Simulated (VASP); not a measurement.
## TiB2: single point with PBEsol

Crystal: TiB2.

```xyz
3
Lattice="3.0089 0.0000 0.0000 -1.5044 2.6058 0.0000 0.0000 0.0000 3.2067" Properties=species:S:1:pos:R:3 pbc="T T T"
Ti    0.0000    0.0000    0.0000
B     0.0000    1.7372    1.6034
B     1.5044    0.8686    1.6034
```

```yaml
Program: VASP 6.6.1
Task: single point
Functional: PBEsol
Potentials_or_basis: VASP PAW PBE potentials, release 64 (Ti_sv, B)
Cutoff: 520 eV
k_mesh: 15 × 15 × 13
Occupations: fermi-dirac, width 0.08 eV
Spin: no spin polarisation
```

The pressure is 0.5 GPa and the band gap on the k mesh is zero (bands 9 and 10 overlap by 0.48 eV).

Stress tensor (GPa, compression positive):
```
 1.87  0.00  0.00
 0.00  1.87  0.00
 0.00  0.00 -2.29
```

Levels at points of the mesh, in eV from the Fermi level:
```tsv
k point	band 7	band 8	band 9	band 10	band 11	band 12
(0.00, 0.00, 0.00)	-2.65	-2.32	-2.21	1.94	1.94	3.77
```

Run time: 26 s on 1 thread of Intel(R) Xeon(R) 6975P-C (Granite Rapids) (shared host), peak memory 0.19 GiB.

Caveat: the PAW data sets were made with another functional, which shifts forces and pressure a little.
